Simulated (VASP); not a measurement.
B, 12 atoms in the cell. It takes space group R-3m (No. 166, trigonal). Conventional cell: a = 4.877 Å, b = 4.877 Å, c = 12.500 Å, α = 90.00°, β = 90.00°, γ = 120.00°. Within 2.2 Å of B (site symmetry m) lie 6 B at 1.67 to 1.79 Å. Within 2.4 Å of B (site symmetry m) lie 7 B at 1.77 to 1.99 Å. 

| Item | Value |
| --- | --- |
| Program | VASP 6.6.1 |
| Task | single point |
| Functional | PBEsol |
| Potentials or basis | VASP PAW PBE potentials, release 64 (B) |
| Cutoff | 520 eV |
| k mesh | 9 × 9 × 9 |
| Occupations | gaussian, width 0.02 eV |
| Spin | no spin polarisation |
| Dipole correction | no |
| Further INCAR settings | ALGO = Normal; EDIFF = 1e-06; NBANDS = 30 |

Potentials or basis: VASP PAW PBE potentials, release 64 (B).

The run is started by

```sh
$ cat potpaw_PBE.64/B/POTCAR > POTCAR
$ mpirun -np 1 vasp_std > vasp.out
```

Hardware: 1 thread of Intel Xeon 6975P-C, with other jobs on the host.

Q: How long does it take, and how much memory?

A: It took 5 min on 1 thread of Intel Xeon 6975P-C, on a shared host, peak memory 0.31 GiB. Counts: scf iterations 14, k points 85.
